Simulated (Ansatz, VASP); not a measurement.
# Two plane-wave programs on SiNi3

```
CELL_PARAMETERS angstrom
3.54200 0.00000 0.00000
0.00000 3.54200 0.00000
0.00000 0.00000 3.54200
ATOMIC_POSITIONS crystal
Ni 0.50000 0.50000 0.00000
Ni 0.50000 0.00000 0.50000
Ni 0.00000 0.50000 0.50000
Si 0.00000 0.00000 0.00000
```

Alike in both runs: functional PBEsol; k mesh 4 × 4 × 4; occupations fermi-dirac, width 0.05 eV; collinear spin.

|  | VASP | Ansatz |
| --- | --- | --- |
| version | VASP 6.6.1 | Ansatz 0.2.0 |
| potentials or method | VASP PAW PBE potentials, release 64 (Ni_sv_GW, Si) | Ansatz PAW |
| plane-wave cutoff (eV) | 590 | 420 |
| valence electrons in the cell | 58 | 58 |
| task | single point | band structure |

```tsv
	VASP	Ansatz	Ansatz less VASP
gap on the k mesh at the Fermi level (eV)	none	none	-
pressure (GPa)	-16.8	-14.1	+2.77
net moment per atom (μB)	0.00	0.00	0.000
```

VASP's potentials were made for PBE, not for PBEsol. A gap of «none» marks a metal or a gap that the smearing closes. With one functional, cell and mesh, what is left measures potentials, basis and numerics.

The k mesh is coarse, so the values compare programs but aren't converged.
